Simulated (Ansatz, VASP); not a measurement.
**Zr in VASP and in Ansatz**

The input INCAR:

```
  ALGO = Normal
  EDIFF = 1E-6
  ENCUT = 520
  GGA = CA
  ISIF = 2
  ISMEAR = -1
  LASPH = True
  LCHARG = True
  LELF = True
  LREAL = False
  LVHAR = True
  LWAVE = False
  NBANDS = 19
  NELM = 100
  PREC = Accurate
  SIGMA = 0.08
```

File KPOINTS:

```
k-points
0
Gamma
  12 12 12
```

File POSCAR:

```
Zr
1.0
    0.0000000000      2.4010079427      2.4010079427
    2.4010079427      0.0000000000      2.4010079427
    2.4010079427      2.4010079427      0.0000000000
Zr
2
Direct
   -0.1250000000     -0.1250000000     -0.1250000000
    0.1250000000      0.1250000000      0.1250000000
```

Input for Ansatz:

```yaml
crystal:
  lattice:
    - [0.0, 2.4010079427, 2.4010079427]
    - [2.4010079427, 0.0, 2.4010079427]
    - [2.4010079427, 2.4010079427, 0.0]
  atoms:
    - { symbol: Zr, position: [-0.125, -0.125, -0.125] }
    - { symbol: Zr, position: [0.125, 0.125, 0.125] }
kpoints:
  mp_grid: { grid: [12, 12, 12] }
scf:
  occupations: { method: fermi_dirac, width: 0.08 }
hamiltonian:
  xc: lda
  pseudopotentials: { kind: paw }
output:
  forces: true
  stress: true
  eigenvalues: true
  populations: true
```

Change from the starting cell: volume scaled by 0.5, PAW files.

Alike in both runs: task single point; functional LDA; k mesh 12 × 12 × 12; occupations fermi-dirac, width 0.08 eV; no spin polarisation.

```csv
,VASP,Ansatz
version,VASP 6.6.1,Ansatz 0.2.0
potentials or method,"VASP PAW LDA potentials, release 64 (Zr_sv)","PAW with Ansatz's default frozen-core files, scalar-relativistic"
plane-wave cutoff (eV),520,420
valence electrons in the cell,24,24
```

|  | VASP | Ansatz | Ansatz less VASP |
| --- | --- | --- | --- |
| pressure (GPa) | 161.4 | 156.9 | -4.45 |

LDA's correlation is that of Perdew and Zunger in VASP and of Perdew and Wang (1992) in Ansatz. Both programs put the cell under a high pressure, so it lies far from rest at this level.

Noted on VASP's run: the cell as given lies far from equilibrium.
